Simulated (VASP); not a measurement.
# W (Im-3m) in VASP: a series of runs, part 2 of 2

VASP 6.6.1.

## (5) Single point, LDA

This run uses another cell than the first one, of 15.32 Å³/atom, 1.036 times its volume.

Contents of INCAR:

```
SYSTEM = W
PREC     = Accurate       ! precision mode
ENCUT    = 520            ! plane-wave cutoff, eV
EDIFF    = 1E-7           ! SCF threshold, eV
ISMEAR   = -1             ! smearing method
SIGMA    = 0.1            ! smearing width, eV
LREAL    = .FALSE.        ! projectors in reciprocal space
LASPH    = .TRUE.         ! aspherical terms in the spheres
NELM     = 80             ! most SCF steps
ALGO     = Normal         ! electronic algorithm
ISIF     = 2              ! what is computed and relaxed
LWAVE    = .FALSE.        ! write WAVECAR
LCHARG   = .FALSE.        ! write CHGCAR
GGA      = CA             ! functional
NBANDS   = 13             ! bands
```

Contents of KPOINTS:

```
regular mesh
0
G
  24 24 24
  0 0 0
```

Contents of POSCAR:

```
W
1.0
   -1.5645786303      1.5645786303      1.5645786303
    1.5645786303     -1.5645786303      1.5645786303
    1.5645786303      1.5645786303     -1.5645786303
W
1
Direct
    0.0000000000      0.0000000000      0.0000000000
```

Potentials or basis: VASP PAW LDA potentials, release 64 (W_sv).

Command:

```sh
cat potpaw_LDA.64/W_sv/POTCAR > POTCAR
mpirun -np 1 vasp_std > vasp.out
```

OUTCAR:

```text
SYSTEM = W
   PREC = Accurate
   ENCUT = 520
   EDIFF = 1E-7
   ISMEAR = -1
   LREAL = .FALSE.
   LASPH = .TRUE.
   NELM = 80
   ISIF = 2
   GGA = CA

 ion  position               nearest neighbor table
   1  0.000  0.000  0.000-

  LATTYP: Found a body centered cubic cell.
 ALAT       =     3.1291572606

  Lattice vectors:

 A1 = (  -1.5645786303,   1.5645786303,   1.5645786303)
 A2 = (   1.5645786303,  -1.5645786303,   1.5645786303)
 A3 = (   1.5645786303,   1.5645786303,  -1.5645786303)

Analysis of symmetry for initial positions (statically):
=====================================================================
 Subroutine PRICEL returns:
 Original cell was already a primitive cell.

 Routine SETGRP: Setting up the symmetry group for a
 body centered cubic supercell.

 Subroutine GETGRP returns: Found 48 space group operations
 (whereof 48 operations were pure point group operations)
 out of a pool of 48 trial point group operations.

The static configuration has the point symmetry O_h .

[... 164 lines left out ...]
 k-point     1 :       0.0000    0.0000    0.0000
  band No.  band energies     occupation
      1     -61.8822      2.00000
      2     -25.6350      2.00000
      3     -25.6350      2.00000
      4     -25.6350      2.00000
      5       2.0938      2.00000
      6      10.5034      2.00000
      7      10.5034      2.00000
      8      10.5034      2.00000
      9      14.0929      0.00000
     10      14.0929      0.00000
     11      26.4732      0.00000
     12      26.4732      0.00000
     13      26.4732      0.00000
[... 354 lines left out ...]
  band No.  band energies     occupation
      1     -61.7212      2.00000
      2     -27.0862      2.00000
      3     -26.1142      2.00000
      4     -25.6558      2.00000
      5       5.4098      2.00000
      6       8.0961      2.00000
      7      12.5115      0.00319
      8      14.0043      0.00000
      9      15.1253      0.00000
     10      18.3040      0.00000
     11      23.4120      0.00000
     12      23.6746      0.00000
     13      29.1937      0.00000

 [... further k-points ...]

------------------------ aborting loop because EDIFF is reached ----------------------------------------

  FORCE on cell =-STRESS in cart. coord.  units (eV):
  Direction    XX          YY          ZZ          XY          YZ          ZX
  --------------------------------------------------------------------------------------
  -------------------------------------------------------------------------------------
  Total        0.3792935      0.3792935      0.3792935      0.0000000      0.0000000     -0.0000000
  in kB       39.6674116     39.6674116     39.6674116      0.0000000      0.0000000     -0.0000000
  external PRESSURE =      39.6674116 kB  Pullay stress =       0.0000000 kB

 VOLUME and BASIS-vectors are now :
 -----------------------------------------------------------------------------
  energy-cutoff  :      520.00
  volume of cell :       15.32
      direct lattice vectors                 reciprocal lattice vectors
    -1.564578630  1.564578630  1.564578630     0.000000000  0.319574862  0.319574862
     1.564578630 -1.564578630  1.564578630     0.319574862  0.000000000  0.319574862
     1.564578630  1.564578630 -1.564578630     0.319574862  0.319574862  0.000000000

 POSITION                                       TOTAL-FORCE (eV/Angst)
 -----------------------------------------------------------------------------------
      0.00000      0.00000      0.00000        -0.000000      0.000000     -0.000000
 -----------------------------------------------------------------------------------
    total drift:                                0.000000     -0.000000      0.000000

  FREE ENERGIE OF THE ION-ELECTRON SYSTEM (eV)
  ---------------------------------------------------
  free  energy   TOTEN  =       -14.1113734088 eV

  energy  without entropy=      -14.0964130351  energy(sigma->0) =      -14.10389322
```

Run time: 65 s. Hardware: 1 thread of Intel Xeon Platinum 8259CL at 2.50GHz (Skylake/Cascade Lake), shared host; peak memory 0.18 GiB.

What came out:

- Free energy: -14.1114 eV
- Pressure: 4.0 GPa
- Band gap on the k mesh: zero (band 7 reaches 17.22 eV, above the bottom of band 8 at 10.50 eV)

Caveat: spin-orbit coupling is left out, which moves the levels of the heavy elements.

## (6) Single point, LDA

This run uses another cell than the first one, of 15.23 Å³/atom, 1.030 times its volume.

Contents of INCAR:

```
SYSTEM = W
  ALGO = Normal
  EDIFF = 1E-7
  ENCUT = 520
  ISIF = 2
  ISMEAR = -1
  LASPH = .True.
  LCHARG = .False.
  LREAL = .False.
  LWAVE = .False.
  NBANDS = 13
  NELM = 100
  PREC = Accurate
  SIGMA = 0.1
```

Contents of KPOINTS:

```
k-points
0
Gamma
  24 24 24
  0 0 0
```

Contents of POSCAR:

```
W
1.0
   -1.5615053735      1.5615053735      1.5615053735
    1.5615053735     -1.5615053735      1.5615053735
    1.5615053735      1.5615053735     -1.5615053735
W
1
Direct
    0.0000000000      0.0000000000      0.0000000000
```

Potentials or basis: VASP PAW LDA potentials, release 64 (W_sv).

Command:

```sh
cat potpaw_LDA.64/W_sv/POTCAR > POTCAR
mpirun -np 1 vasp_std > vasp.out
```

It took 59 s on 1 thread of Intel Xeon Platinum 8259CL at 2.50GHz (Skylake/Cascade Lake), shared host; peak memory 0.18 GiB.

The run converged. Its results:

```yaml
Free_energy: -14.1085 eV
Pressure: 6.1 GPa
Band_gap_on_the_k_mesh: zero (band 7 reaches 17.35 eV, above the bottom of band 8 at 10.58 eV)
```

Levels at points of the mesh, in eV from the Fermi level:
```
           k point  band 4  band 5  band 6  band 7  band 8  band 9  band 10  band 11
(0.00, 0.00, 0.00)  -37.49   -9.81   -1.38   -1.38   -1.38    2.24     2.24    14.62
(0.50, 0.00, 0.00)  -37.50   -6.57   -3.83    0.94    2.17    3.18     6.46    11.62
(0.50, 0.50, 0.50)  -38.53   -6.23   -6.23    5.40    5.40    5.40     8.64     8.64
```

Caveat: spin-orbit coupling is left out, which moves the levels of the heavy elements.

## (7) Summary

```csv
cell,gap on the mesh (eV),pressure (GPa)
"a = 2.678 Å, angles 109.5°, 1 atom",none,17.4
"a = 2.690 Å, angles 109.5°, 1 atom",none,12.2
"a = 2.697 Å, angles 109.5°, 1 atom",none,9.2
"a = 2.710 Å, angles 109.5°, 1 atom",none,4.0
"a = 2.705 Å, angles 109.5°, 1 atom",none,6.1
```

Alike in all rows: task single point; level LDA; potentials or basis VASP PAW LDA potentials, release 64 (W_sv); no spin polarisation; k mesh 24 × 24 × 24; cutoff (eV) 520; smearing fermi-dirac 0.1 eV.

Caveats: spin-orbit coupling is left out, which moves the levels of the heavy elements.

Absolute energies hang on the potentials; compare differences alone.
